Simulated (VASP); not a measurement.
C, 2 atoms in the cell. The typed cell holds 2 atoms: a = 2.518 Å, b = 2.518 Å, c = 2.518 Å, α = 120.00°, β = 120.00°, γ = 90.00°. 

```yaml
Program: VASP 6.6.1
Task: single point
Functional: r2SCAN
Potentials_or_basis: VASP PAW PBE potentials, release 64 (C_h)
Cutoff: 1430 eV
k_mesh: 8 × 8 × 8
Occupations: gaussian, width 0.1 eV
Spin: no spin polarisation
Dipole_correction: no
Further_INCAR_settings: ALGO = Normal; EDIFF = 1e-06; NBANDS = 11
```

Potentials or basis: VASP PAW PBE potentials, release 64 (C_h).

Run with:

```console
$ cat potpaw_PBE.64/C_h/POTCAR > POTCAR
$ cp INCAR.step1 INCAR
$ mpirun -np 1 vasp_std > vasp.out
$ cp INCAR.step2 INCAR
$ mpirun -np 1 vasp_std > vasp.out
```

Hardware: 1 thread of Intel(R) Xeon(R) 6975P-C (Granite Rapids), on a shared host.

Task: How long does it take, and how much memory?

Result: It took 30 s on 1 thread of Intel(R) Xeon(R) 6975P-C (Granite Rapids) (shared host), peak memory 0.18 GiB. Counts: k points 59.
